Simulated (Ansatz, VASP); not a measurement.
# CaC2: VASP beside Ansatz

INCAR

```
PREC = Accurate ; ENCUT = 520
EDIFF = 1E-6 ; ISMEAR = 0
SIGMA = 0.1 ; LREAL = False
LASPH = True ; NELM = 100
ALGO = Normal ; ISIF = 2
LWAVE = False ; LCHARG = True
LELF = True ; LVHAR = True
NBANDS = 16
```

File KPOINTS:

```
Automatic mesh
0
Gamma
  6 6 6
```

The input POSCAR:

```
CaC2
1.0
   -1.9342985994      1.9342985994      3.2021112425
    1.9342985994     -1.9342985994      3.2021112425
    1.9342985994      1.9342985994     -3.2021112425
Ca C
1 2
Direct
    0.0000000000      0.0000000000      0.0000000000
    0.5978927200      0.5978927200      0.0000000000
    0.4021072800      0.4021072800      0.0000000000
```

Input for Ansatz:

```yaml
crystal:
  lattice:
    - [-1.9342985994, 1.9342985994, 3.2021112425]
    - [1.9342985994, -1.9342985994, 3.2021112425]
    - [1.9342985994, 1.9342985994, -3.2021112425]
  atoms:
    - { symbol: Ca, position: [0.0, 0.0, 0.0] }
    - { symbol: C, position: [0.59789272, 0.59789272, 0.0] }
    - { symbol: C, position: [0.40210728, 0.40210728, 0.0] }
basis:
  ecutwfc: 420
kpoints:
  mp_grid: { grid: [6, 6, 6] }
hamiltonian:
  xc: lda
scf:
  occupations: { method: gaussian, width: 0.1 }
output:
  forces: true
  stress: true
  eigenvalues: true
```

Alike in both runs: task single point; functional LDA; k mesh 6 × 6 × 6; occupations gaussian, width 0.1 eV; no spin polarisation.

|  | VASP | Ansatz |
| --- | --- | --- |
| version | VASP 6.6.1 | Ansatz 0.2.0 |
| potentials or method | VASP PAW LDA potentials, release 64 (Ca_sv, C), cutoff 520 eV | scalar-relativistic, plane waves, PAW |
| valence electrons in the cell | 18 | 18 |

```csv
,VASP,Ansatz,Ansatz less VASP
gap on the k mesh at the Fermi level (eV),1.17,1.19,+0.014
least direct gap on the mesh (eV),2.23,2.24,+0.013
pressure (GPa),-4.1,-4.4,-0.38
"traceless stress, the component that is largest in VASP (GPa)",-0.44,-0.76,-0.321
rms of the force components (eV/Å),0.086,0.043,-0.0429
```

LDA's correlation is that of Perdew and Zunger in VASP and of Perdew and Wang (1992) in Ansatz. Atom by atom the forces differ by 0.043 eV/Å (rms over components).
